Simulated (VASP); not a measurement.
Wanted: the native input for a VASP 6.6.1 run.

```
Task                   : single point
Functional             : PBEsol
Potentials or basis    : VASP PAW PBE potentials, release 64 (Si, Ge_d)
Cutoff                 : 520 eV
k mesh                 : 2 × 2 × 2
Occupations            : gaussian, width 0.02 eV
Spin                   : no spin polarisation
Dipole correction      : no
Further INCAR settings : LREAL = Auto; ALGO = Normal; EDIFF = 1e-06; NBANDS = 53
```

The structure of Si16Ge (a cell with a defect) lies in POSCAR:

```
Si16Ge
1.0
    0.0000000000      5.4300000000      5.4300000000
    5.4300000000      0.0000000000      5.4300000000
    5.4300000000      5.4300000000      0.0000000000
Si Ge
16 1
Direct
    0.0337760589     -0.0109600368     -0.0114777164
    0.1330516575      0.1255956722      0.1250785451
   -0.0043643646      0.0126216390      0.4960107735
    0.1343736648      0.1252453039      0.6156338858
   -0.0043414365      0.4965392265      0.0120616943
    0.1343873849      0.6161450276      0.1247242173
   -0.0029293738      0.4969989871      0.4964792818
    0.0918951197      0.6373258748      0.6367639963
    0.5046704420      0.0073083794      0.0067860958
    0.6614779006      0.1134819521      0.1129458564
    0.5053528545      0.0071261510      0.4809928177
    0.6162224678      0.1520491713      0.6145232044
    0.5053580110      0.4815132597      0.0066023941
    0.6162266114      0.6150387661      0.1514982505
    0.4573615101      0.5153777164      0.5148206262
    0.6163638122      0.6173343462      0.6168501842
    0.6966415285      0.7689956722      0.7684391344
```

The input as run:

INCAR

```
  ALGO = Normal
  EDIFF = 1E-6
  ENCUT = 520
  GGA = PS
  ISIF = 2
  ISMEAR = 0
  LASPH = True
  LCHARG = False
  LREAL = Auto
  LWAVE = False
  NBANDS = 53
  NELM = 100
  PREC = Accurate
  SIGMA = 0.02
```

KPOINTS

```
k-points
0
Gamma
  2 2 2
```

Potentials or basis: VASP PAW PBE potentials, release 64 (Si, Ge_d).

The run is started by

```bash
$ cat potpaw_PBE.64/Si/POTCAR potpaw_PBE.64/Ge_d/POTCAR > POTCAR
$ mpirun -np 1 vasp_std > vasp.out
```

Results of the run:

```
Pressure               : 4.3 GPa
Largest force          : 0.310 eV/Å
Band gap on the k mesh : zero (band 39 reaches 6.84 eV, above the bottom of band 40 at 6.62 eV)
```

Caveat: the k points lie up to 0.50 Å⁻¹ apart; the PAW data sets were made with another functional, which shifts forces and pressure a little.

Run time: 2.9 min on 1 thread of AMD EPYC 9R45 96-Core Processor (Zen 5), with other jobs on the host, peak memory 0.46 GiB.
